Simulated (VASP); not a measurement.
Set up this calculation in VASP 6.6.1, as the native input.

| Property | Result |
| --- | --- |
| Task | single point |
| Functional | PBE |
| Potentials or basis | VASP PAW PBE potentials, release 64 (Sn_d, Te) |
| Cutoff | 520 eV |
| k mesh | 10 × 10 × 10 |
| Occupations | gaussian, width 0.05 eV |
| Spin | no spin polarisation |
| Dipole correction | no |
| Further INCAR settings | ALGO = Normal; EDIFF = 1e-06; NBANDS = 17 |

The structure of SnTe lies in POSCAR:

```
SnTe
1.0
    0.0000000000      3.1618234191      3.1618234191
    3.1618234191      0.0000000000      3.1618234191
    3.1618234191      3.1618234191      0.0000000000
Sn Te
1 1
Direct
    0.5000000000      0.5000000000      0.5000000000
    0.0000000000      0.0000000000      0.0000000000
```

This cell differs from its parent crystal: volume scaled by 0.960.

The input as run:

INCAR

```
SYSTEM = SnTe
PREC = Accurate
ENCUT = 520
EDIFF = 1E-6
ISMEAR = 0
SIGMA = 0.05
LREAL = .FALSE.
LASPH = .TRUE.
NELM = 100
ALGO = Normal
ISIF = 2
LWAVE = .FALSE.
LCHARG = .FALSE.
GGA = PE
NBANDS = 17
```

KPOINTS

```
Automatic mesh
0
G
  10 10 10
  0 0 0
```

Potentials or basis: VASP PAW PBE potentials, release 64 (Sn_d, Te).

The run is started by

```bash
$ cat potpaw_PBE.64/Sn_d/POTCAR potpaw_PBE.64/Te/POTCAR > POTCAR
$ mpirun -np 1 vasp_std > vasp.out
```

It gave:

The pressure is 1.7 GPa. The band gap on the k mesh is 0.06 eV, direct.

Caveat: spin-orbit coupling is left out, which moves the levels of the heavy elements.

It took 40 s on 1 thread of Intel(R) Xeon(R) Platinum 8488C (Sapphire Rapids), on a shared host, peak memory 0.22 GiB.
